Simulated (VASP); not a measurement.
# Ir: single point with LDA

Ir:

```
Ir
1.0
     0.00000    1.90648    1.90648
     1.90648    0.00000    1.90648
     1.90648    1.90648    0.00000
Ir
1
Cartesian
  0.0000 0.0000 0.0000
```

```yaml
Program: VASP 6.6.1
Task: single point
Functional: LDA
Potentials_or_basis: VASP PAW LDA potentials, release 64 (Ir)
Cutoff: 520 eV
k_mesh: 26 × 26 × 26
Occupations: fermi-dirac, width 0.15 eV
Spin: no spin polarisation
```

```yaml
Pressure: 2.6 GPa
Band_gap_on_the_k_mesh: zero (an odd number of electrons rules out a gap without spin polarisation)
```

Levels at points of the mesh, in eV from the Fermi level:
```csv
k point,band 1,band 2,band 3,band 4,band 5,band 6,band 7,band 8
"(0.00, 0.00, 0.00)",-11.30,-4.01,-4.01,-4.01,-1.20,-1.20,14.33,19.99
"(0.50, 0.00, 0.00)",-8.31,-4.11,-4.11,-0.74,0.96,0.96,7.51,13.87
"(0.50, 0.50, 0.00)",-8.13,-7.57,0.95,1.56,1.56,1.77,10.83,11.82
```

Run time: 2.6 min on 1 thread of Intel Xeon 8259CL, with other jobs on the host, peak memory 0.19 GiB.

Caveat: spin-orbit coupling is left out, which moves the levels of the heavy elements.
